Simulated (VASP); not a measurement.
# Cs2NdSe (P4/mmm) in VASP: further runs, part 2 of 2

VASP 6.6.1. The steps go on from the part before.

**5. Single point, PBE**

This run uses another cell than the first one, of 43.40 Å³/atom.

Contents of INCAR:

```
SYSTEM = Cs2NdSe
ALGO = Normal ; EDIFF = 1E-6
ENCUT = 500 ; GGA = PE
GGA_COMPAT = .FALSE. ; ISIF = 2
ISMEAR = 0 ; LASPH = .TRUE.
LCHARG = .FALSE. ; LMAXMIX = 6
LREAL = .FALSE. ; LWAVE = .FALSE.
NBANDS = 26 ; NELM = 200
PREC = Accurate ; SIGMA = 0.1
```

Contents of KPOINTS:

```
k-points
0
G
  10 10 8
  0 0 0
```

Contents of POSCAR:

```
Cs2NdSe
1.0
    5.0958962727      0.0000000000      0.0000000000
    0.0000000000      5.0958962727      0.0000000000
    0.0000000000      0.0000000000      6.6847718794
Cs Nd Se
2 1 1
Direct
    0.0000000000      0.0000000000      0.2578603649
    0.0000000000      0.0000000000      0.7421396351
    0.5000000000      0.5000000000      0.0000000000
    0.5000000000      0.5000000000      0.5000000000
```

Launch:

```bash
> cat potpaw_PBE.64/Cs_sv/POTCAR potpaw_PBE.64/Nd_3/POTCAR potpaw_PBE.64/Se/POTCAR > POTCAR
> mpirun -np 1 vasp_std > vasp.out
```

Wall time 5.7 min (1 thread of Intel Xeon Platinum 8259CL at 2.50GHz (Skylake/Cascade Lake), shared host); peak memory 0.6 GiB.

The run converged. Its results:

```yaml
Free_energy: -10.4701 eV
Pressure: 0.1 GPa
Largest_force: 0.003 eV/Å
Band_gap_on_the_k_mesh: zero (an odd number of electrons rules out a gap without spin polarisation)
```

Forces on the atoms (eV/Å):
```
Cs   0.000  0.000 -0.003
Cs   0.000  0.000  0.003
Nd   0.000  0.000  0.000
Se   0.000  0.000  0.000
```

Stress tensor (GPa, compression positive):
```
0.04 0.00 0.00
0.00 0.04 0.00
0.00 0.00 0.22
```

Levels at points of the mesh, in eV from the Fermi level:
| k point | band 14 | band 15 | band 16 | band 17 | band 18 | band 19 | band 20 | band 21 | band 22 | band 23 |
| --- | --- | --- | --- | --- | --- | --- | --- | --- | --- | --- |
| (0.00, 0.00, 0.00) | -2.78 | -1.96 | -1.96 | -1.76 | -1.07 | 0.38 | 0.82 | 0.88 | 0.88 | 2.04 |
| (0.50, 0.00, 0.00) | -2.78 | -2.46 | -2.17 | -1.12 | -0.22 | 0.11 | 0.36 | 0.95 | 1.19 | 1.26 |
| (0.50, 0.50, 0.00) | -2.64 | -2.40 | -2.40 | -0.02 | 0.29 | 0.55 | 0.55 | 0.68 | 0.68 | 1.30 |
| (0.00, 0.00, 0.50) | -3.75 | -2.05 | -2.05 | -1.13 | -0.95 | 0.44 | 1.18 | 1.27 | 1.27 | 1.58 |
| (0.50, 0.00, 0.50) | -3.34 | -2.89 | -2.35 | -0.86 | 0.34 | 0.41 | 0.89 | 1.23 | 1.37 | 2.68 |
| (0.50, 0.50, 0.50) | -3.55 | -2.42 | -2.42 | 0.28 | 0.73 | 0.87 | 0.87 | 1.17 | 1.17 | 1.55 |

Caveat: spin-orbit coupling is left out, which moves the levels of the heavy elements; the 4f electrons are frozen in the core, so they carry no moment and show no levels; the run has no spin polarisation, though such a crystal can be magnetic.

**6. Single point, LDA**

This run uses another cell than the first one, of 43.40 Å³/atom.

Contents of INCAR:

```
ALGO = Normal ; EDIFF = 1E-6
ENCUT = 500 ; GGA = CA
GGA_COMPAT = F ; ISIF = 2
ISMEAR = 0 ; LASPH = T
LCHARG = F ; LMAXMIX = 6
LREAL = F ; LWAVE = F
NBANDS = 26 ; NELM = 200
PREC = Accurate ; SIGMA = 0.1
```

Contents of KPOINTS:

```
k-points
0
Gamma
  10 10 8
```

POSCAR is that of step 5.

Potentials or basis: VASP PAW PBE potentials, release 64 (Cs_sv, Nd_3, Se), 4f in core.

Launch:

```bash
> cat potpaw_PBE.64/Cs_sv/POTCAR potpaw_PBE.64/Nd_3/POTCAR potpaw_PBE.64/Se/POTCAR > POTCAR
> mpirun -np 1 vasp_std > vasp.out
```

OUTCAR:

```text
EDIFF = 1E-6
   ENCUT = 500
   GGA = CA
   ISIF = 2
   ISMEAR = 0
   LASPH = T
   LREAL = F
   NELM = 200
   PREC = Accurate

 ion  position               nearest neighbor table
   1  0.000  0.000  0.258-
   2  0.000  0.000  0.742-
   3  0.500  0.500  0.000-
   4  0.500  0.500  0.500-

  LATTYP: Found a simple tetragonal cell.
 ALAT       =     5.0958962727
 C/A-ratio  =     1.3117951233

  Lattice vectors:

 A1 = (   5.0958962727,   0.0000000000,   0.0000000000)
 A2 = (   0.0000000000,   5.0958962727,   0.0000000000)
 A3 = (   0.0000000000,   0.0000000000,   6.6847718794)

Analysis of symmetry for initial positions (statically):
=====================================================================
 Subroutine PRICEL returns:
 Original cell was already a primitive cell.

 Routine SETGRP: Setting up the symmetry group for a
 simple tetragonal supercell.

 Subroutine GETGRP returns: Found 16 space group operations
 (whereof 16 operations were pure point group operations)
 out of a pool of 16 trial point group operations.

The static configuration has the point symmetry D_4h.

Analysis of symmetry for dynamics (positions and initial velocities):
=====================================================================
 Subroutine PRICEL returns:
 Original cell was already a primitive cell.

 Routine SETGRP: Setting up the symmetry group for a
 simple tetragonal supercell.

 Subroutine GETGRP returns: Found 16 space group operations
 (whereof 16 operations were pure point group operations)
 out of a pool of 16 trial point group operations.

The dynamic configuration has the point symmetry D_4h.

 Subroutine INISYM returns: Found 16 space group operations
 (whereof 16 operations are pure point group operations),
 and found     1 'primitive' translations

----------------------------------------------------------------------------------------

                                     Primitive cell

  volume of cell :     173.5912

  direct lattice vectors                    reciprocal lattice vectors
     5.095896273  0.000000000  0.000000000     0.196236333  0.000000000  0.000000000
     0.000000000  5.095896273  0.000000000     0.000000000  0.196236333  0.000000000
     0.000000000  0.000000000  6.684771879     0.000000000  0.000000000  0.149593736

  length of vectors
     5.095896273  5.095896273  6.684771879     0.196236333  0.196236333  0.149593736

  position of ions in fractional coordinates (direct lattice)
     0.000000000  0.000000000  0.257860365
     0.000000000  0.000000000  0.742139635
     0.500000000  0.500000000  0.000000000
     0.500000000  0.500000000  0.500000000

  ion indices of the primitive-cell ions
   primitive index   ion index
                 1           1
                 2           2
                 3           3
                 4           4

----------------------------------------------------------------------------------------

 KPOINTS: k-points

Automatic generation of k-mesh.
 Grid dimensions read from file:
 generate k-points for:   10   10    8

 Generating k-lattice:

  Cartesian coordinates                     Fractional coordinates (reciprocal lattice)
     0.019623633  0.000000000  0.000000000     0.100000000  0.000000000  0.000000000
     0.000000000  0.019623633  0.000000000     0.000000000  0.100000000  0.000000000
     0.000000000  0.000000000  0.018699217     0.000000000  0.000000000  0.125000000

  Length of vectors
     0.019623633  0.019623633  0.018699217

  Shift w.r.t. Gamma in fractional coordinates (k-lattice)
     0.000000000  0.000000000  0.000000000

 Subroutine IBZKPT returns following result:
 ===========================================

 Found    105 irreducible k-points:

 Following reciprocal coordinates:
            Coordinates               Weight
  0.000000  0.000000  0.000000      1.000000
  0.100000  0.000000  0.000000      4.000000
  0.200000  0.000000  0.000000      4.000000
  0.300000  0.000000  0.000000      4.000000
  0.400000  0.000000  0.000000      4.000000
  0.500000  0.000000  0.000000      2.000000
[... 16 lines left out ...]
  0.100000  0.000000  0.125000      8.000000
  0.200000  0.000000  0.125000      8.000000
 [... further k-points ...]
   k-points           NKPTS =    105   k-points in BZ     NKDIM =    105   number of bands    NBANDS=     26
   number of dos      NEDOS =    301   number of ions     NIONS =      4
   total plane-waves  NPLWV =  80000
   dimension x,y,z NGX =    40 NGY =   40 NGZ =   50
   dimension x,y,z NGXF=    80 NGYF=   80 NGZF=  100
   ions per type =               2   1   1
   NGX,Y,Z   is equivalent  to a cutoff of  13.05, 13.05, 12.43 a.u.
   NGXF,Y,Z  is equivalent  to a cutoff of  26.10, 26.10, 24.87 a.u.
 SYSTEM =  unknown system
   PREC   = accura    normal or accurate (medium, high low for compatibility)
   ISTART =      0    job   : 0-new  1-cont  2-samecut
   ICHARG =      2    charge: 1-file 2-atom 10-const
   ISPIN  =      1    spin polarized calculation?
   LNONCOLLINEAR =      F non collinear calculations
   LSORBIT =      F    spin-orbit coupling
   LASPH  =      T    aspherical Exc in radial PAW
   ENCUT  =  500.0 eV  36.75 Ry    6.06 a.u.   9.29  9.29 12.19*2*pi/ulx,y,z
   NELM   =    200;   NELMIN=  2; NELMDL= -5     # of ELM steps
   EDIFF  = 0.1E-05   stopping-criterion for ELM
   LREAL  =      F    real-space projection
   EDIFFG = 0.1E-04   stopping-criterion for IOM
   NSW    =      0    number of steps for IOM
   IBRION =     -1    ionic relax: 0-MD 1-quasi-New 2-CG
   NFREE  =      0    steps in history (QN), initial steepest desc. (CG)
   ISIF   =      2    stress and relaxation
   ISYM   =      2    0-nonsym 1-usesym 2-fastsym
   POTIM  = 0.5000    time-step for ionic-motion
   TEBEG  =    0.0;   TEEND  =   0.0 temperature during run
   PSTRESS=    0.0 pullay stress
   NELECT =      35.0000    total number of electrons
   NUPDOWN=      -1.0000    fix difference up-down
   EMIN   =  10.00;   EMAX   =-10.00  energy-range for DOS
   EFERMI =   0.00;   METHOD = LEGACY
   ISMEAR =     0;   SIGMA  =   0.10  broadening in eV -4-tet -1-fermi 0-gaus
   EFERMI_NEDOS =   21; number of points for ismear=-14 and -15
   IALGO  =     38    algorithm
   IMIX   =      4    mixing-type and parameters
     AMIX     =   0.40;   BMIX     =  1.00
     AMIX_MAG =   1.60;   BMIX_MAG =  1.00
  volume/ion in A,a.u.               =      43.40       292.86
  Fermi-wavevector in a.u.,A,eV,Ry     =   0.959964  1.814069 12.538188  0.921531
  Thomas-Fermi vector in A             =   2.089206
   LORBIT       =      0    0 simple, 1 ext, 2 COOP (PROOUT), +10 PAW based schemes
   GGA     = CA    functional components
   LHFCALC =     F    Hartree Fock is set to
   AEXX    =    0.0000 exact exchange contribution
   IVDW    =     0    specifies the selected vdW correction
   LEPSILON=     F    determine dielectric tensor
   LRPA    =     F    only Hartree local field effects (RPA)
 non-spin polarized calculation
 Gauss-broadening in eV      SIGMA  =   0.10
  energy-cutoff  :      500.00
  volume of cell :      173.59
 maximum number of plane-waves:      4448
 NGX is ok and might be reduce to    40
   NGX = 19   NGY = 19   NGZ = 25

 number of electron      35.0000002 magnetization

 Free energy of the ion-electron system (eV)
  ---------------------------------------------------
  ext. energy  EPLUGINS =         0.00000000
  ---------------------------------------------------
  free energy    TOTEN  =       -12.38065567 eV

  energy without entropy =      -12.36324357  energy(sigma->0) =      -12.37194962

 E-fermi :   2.5181     XC(G=0):  -8.5577

 val. band max:        2.5155170095   @ k =   0.5000   0.5000   0.1250
 cond. band min:       2.5214887034   @ k =   0.5000   0.0000   0.2500
 fundamental gap:      0.0059716939
 Fermi energy:         2.5180730094

 k-point     1 :       0.0000    0.0000    0.0000
  band No.  band energies     occupation
      1     -36.8598      2.00000
      2     -20.8308      2.00000
      3     -20.2773      2.00000
      4     -17.9849      2.00000
      5     -17.9600      2.00000
      6     -17.9600      2.00000
[... 18 lines left out ...]
     25       5.0417      0.00000
     26       5.3331      0.00000
[... 644 lines left out ...]
      4     -17.9873      2.00000
      5     -17.9629      2.00000
      6     -17.9591      2.00000
[... 18 lines left out ...]
     25       5.2129      0.00000
     26       5.3682      0.00000

 [... further k-points ...]
[... 5 lines left out ...]
  --------------------------------------------------------------------------------------
  -------------------------------------------------------------------------------------
  Total       -2.0953520     -2.0953520     -3.0815021      0.0000000      0.0000000     -0.0000000
  in kB      -19.3392584    -19.3392584    -28.4410289      0.0000000      0.0000000     -0.0000000
  external PRESSURE =     -22.3731819 kB  Pullay stress =       0.0000000 kB

 VOLUME and BASIS-vectors are now :
 -----------------------------------------------------------------------------
  energy-cutoff  :      500.00
  volume of cell :      173.59
      direct lattice vectors                 reciprocal lattice vectors
     5.095896273  0.000000000  0.000000000     0.196236333  0.000000000  0.000000000
     0.000000000  5.095896273  0.000000000     0.000000000  0.196236333  0.000000000
     0.000000000  0.000000000  6.684771879     0.000000000  0.000000000  0.149593736

 POSITION                                       TOTAL-FORCE (eV/Angst)
 -----------------------------------------------------------------------------------
      0.00000      0.00000      1.72374        -0.000000     -0.000000      0.029915
      0.00000      0.00000      4.96103         0.000000     -0.000000     -0.029915
      2.54795      2.54795      0.00000         0.000000      0.000000      0.000000
      2.54795      2.54795      3.34239         0.000000      0.000000      0.000000
 -----------------------------------------------------------------------------------
    total drift:                                0.000000     -0.000000     -0.000000

  FREE ENERGIE OF THE ION-ELECTRON SYSTEM (eV)
  ---------------------------------------------------
  free  energy   TOTEN  =       -12.3806556673 eV

  energy  without entropy=      -12.3632435692  energy(sigma->0) =      -12.37194962
```

stdout:

```text
POSCAR found type information on POSCAR CsNdSe
 POSCAR found :  3 types and       4 ions
 scaLAPACK will be used
 -----------------------------------------------------------------------------
|                                                                             |
|                                                                             |
|     You enforced a specific xc type in the INCAR file but a different       |
|     I HOPE YOU KNOW WHAT YOU ARE DOING!                                     |
|                                                                             |
 -----------------------------------------------------------------------------

 LDA part: xc-table for (Slater(with rela. corr.)+CA(PZ))
 , standard interpolation
 POSCAR, INCAR and KPOINTS ok, starting setup
 FFT: planning ... GRIDC
 FFT: planning ... GRID_SOFT
 FFT: planning ... GRID
 WAVECAR not read
 entering main loop
```

Run time: 5.3 min. Hardware: 1 thread of Intel Xeon Platinum 8259CL at 2.50GHz (Skylake/Cascade Lake), shared host; peak memory 0.56 GiB.

Results:

| Item | Value |
| --- | --- |
| Free energy | -12.3807 eV |
| Pressure | -2.2 GPa |
| Largest force | 0.030 eV/Å |
| Band gap on the k mesh | zero (an odd number of electrons rules out a gap without spin polarisation) |

Forces on the atoms (eV/Å):
```
Cs   0.000  0.000  0.030
Cs   0.000  0.000 -0.030
Nd   0.000  0.000  0.000
Se   0.000  0.000  0.000
```

Levels at points of the mesh, in eV from the Fermi level:
```
           k point  band 15  band 16  band 17  band 18  band 19  band 20  band 21  band 22
(0.00, 0.00, 0.00)    -1.91    -1.91    -1.75    -1.00     0.34     0.80     0.85     0.85
(0.50, 0.00, 0.00)    -2.39    -2.12    -1.07    -0.25     0.08     0.32     1.01     1.21
(0.50, 0.50, 0.00)    -2.35    -2.35    -0.07     0.23     0.53     0.53     0.74     0.74
(0.00, 0.00, 0.50)    -1.99    -1.99    -1.06    -0.86     0.40     1.10     1.24     1.24
(0.50, 0.00, 0.50)    -2.87    -2.31    -0.78     0.38     0.39     0.88     1.22     1.43
(0.50, 0.50, 0.50)    -2.37    -2.37     0.26     0.73     0.84     0.84     1.26     1.26
```

Caveat: the PAW data sets were made with another functional, which shifts forces and pressure a little; spin-orbit coupling is left out, which moves the levels of the heavy elements; the 4f electrons are frozen in the core, so they carry no moment and show no levels; the run has no spin polarisation, though such a crystal can be magnetic. With open d or f shells a metallic result of LDA can be an artefact of self-interaction; +U or a hybrid may open a gap.

**7. Summary**

```tsv
task	level	cell	k mesh	gap on the mesh (eV)	pressure (GPa)	largest force (eV/Å)
single point	PBE	a = 5.121, b = 5.121, c = 6.699 Å, 4 atoms, atomic positions A	4 × 4 × 4	none	-0.1	0.01
single point	PBE	a = 5.105, b = 5.105, c = 6.922 Å, 4 atoms, atomic positions B	4 × 4 × 4	none	-0.3	1.82
relaxation of cell and atoms	PBE	relaxed from a = 5.105, b = 5.105, c = 6.922 Å, 4 atoms, atomic positions B	4 × 4 × 4	none	-0.1	0.01
single point	PBE	a = 5.096, b = 5.096, c = 6.685 Å, 4 atoms, atomic positions A	10 × 10 × 8	none	0.1	-
single point	LDA	a = 5.096, b = 5.096, c = 6.685 Å, 4 atoms, atomic positions A	10 × 10 × 8	none	-2.2	0.03
```

Alike in all rows: potentials or basis VASP PAW PBE potentials, release 64 (Cs_sv, Nd_3, Se), 4f in core; no spin polarisation; cutoff (eV) 500; smearing gaussian 0.1 eV.

Caveats: spin-orbit coupling is left out, which moves the levels of the heavy elements; the 4f electrons are frozen in the core, so they carry no moment and show no levels; the run has no spin polarisation, though such a crystal can be magnetic; forces of over 1 eV/Å act on the atoms, so gaps and moduli don't describe the material at rest (at least some runs); the PAW data sets were made with another functional, which shifts forces and pressure a little (at least some runs).

Total energies depend on the potentials used, so only differences within one code and one set of settings carry meaning.
